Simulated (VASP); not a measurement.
Set up this calculation in VASP 6.6.1, as the native input.

```yaml
Task: single point
Functional: r2SCAN
Potentials_or_basis: VASP PAW PBE potentials, release 64 (Au)
Cutoff: 520 eV
k_mesh: 20 × 20 × 20
Occupations: gaussian, width 0.15 eV
Spin: no spin polarisation
Dipole_correction: no
Further_INCAR_settings: ALGO = Normal; EDIFF = 1e-06; NBANDS = 12
```

Au:

```
CELL_PARAMETERS angstrom
0.00000 2.14778 1.94322
2.14778 0.00000 1.94322
2.14778 2.14778 0.00000
ATOMIC_POSITIONS crystal
Au 0.00000 0.00000 0.00000
```

This cell differs from its parent crystal: strain +0.050 along x and y, -0.050 along z.

These files were run (other wordings do the same):

POSCAR

```
Au
1.0
    0.0000000000      2.1477750000      1.9432250000
    2.1477750000      0.0000000000      1.9432250000
    2.1477750000      2.1477750000      0.0000000000
Au
1
Direct
    0.0000000000      0.0000000000      0.0000000000
```

INCAR.step1

```
SYSTEM = Au
PREC = Accurate
ENCUT = 520
ISMEAR = 0
SIGMA = 0.15
LREAL = .FALSE.
LASPH = .TRUE.
NELM = 100
NBANDS = 12
GGA = PE
ALGO = Normal
EDIFF = 1E-4
LWAVE = .TRUE.
LCHARG = .FALSE.
```

INCAR.step2

```
SYSTEM = Au
PREC = Accurate
ENCUT = 520
EDIFF = 1E-6
ISMEAR = 0
SIGMA = 0.15
LREAL = .FALSE.
LASPH = .TRUE.
NELM = 100
ALGO = Normal
ISIF = 2
LWAVE = .FALSE.
LCHARG = .FALSE.
METAGGA = R2SCAN
LMIXTAU = .TRUE.
NBANDS = 12
ISTART = 1
```

KPOINTS

```
regular mesh
0
G
  20 20 20
  0 0 0
```

Potentials or basis: VASP PAW PBE potentials, release 64 (Au).

Run with:

```console
$ cat potpaw_PBE.64/Au/POTCAR > POTCAR
$ cp INCAR.step1 INCAR
$ mpirun -np 1 vasp_std > vasp.out
$ cp INCAR.step2 INCAR
$ mpirun -np 1 vasp_std > vasp.out
```

Results of the run:

| Property | Result |
| --- | --- |
| Pressure | -2.7 GPa |
| Band gap on the k mesh | zero (an odd number of electrons rules out a gap without spin polarisation) |

Caveat: the cell differs from its parent crystal (strain +0.050 along x and y, -0.050 along z); the PAW data sets were made with another functional, which shifts forces and pressure a little; spin-orbit coupling is left out, which moves the levels of the heavy elements.

Run time: 2.3 min on 1 thread of Intel(R) Xeon(R) 6975P-C (Granite Rapids), on a shared host, peak memory 0.25 GiB.
